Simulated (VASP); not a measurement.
Input of a VASP 6.6.1 run:

Contents of INCAR:

```
  PREC = Accurate
  ENCUT = 520
  EDIFF = 1E-6
  ISMEAR = -1
  SIGMA = 0.1
  LREAL = False
  LASPH = True
  NELM = 80
  ALGO = Normal
  ISIF = 2
  LWAVE = False
  LCHARG = False
  GGA = B5
  ALDAX = 1.0
  AGGAX = 1.0
  AGGAC = 1.0
  ALDAC = 0.0
  NBANDS = 20
```

File KPOINTS:

```
regular mesh
0
Gamma
  12 12 6
```

Contents of POSCAR:

```
In
1.0
    3.6970981094      0.0000000000      0.0000000000
   -1.8485490547      3.2017808830      0.0000000000
    0.0000000000      0.0000000000      5.9415627170
In
2
Direct
    0.3333333333      0.6666666667      0.2500000000
    0.6666666667      0.3333333333      0.7500000000
```

Potentials or basis: VASP PAW PBE potentials, release 64 (In_d).

Command:

```bash
$ cat potpaw_PBE.64/In_d/POTCAR > POTCAR
$ mpirun -np 1 vasp_std > vasp.out
```

**Question.** Estimate the pressure.

**Answer.** -1.9 GPa.

**Question.** Predict the band gap on the k mesh.

**Answer.** Zero (bands 13 and 14 overlap by 4.43 eV).

Stress tensor (GPa, compression positive):
```
-1.71  0.00  0.00
 0.00 -1.71  0.00
 0.00  0.00 -2.14
```

Caveat: the PAW data sets were made with another functional, which shifts forces and pressure a little; spin-orbit coupling is left out, which moves the levels of the heavy elements.
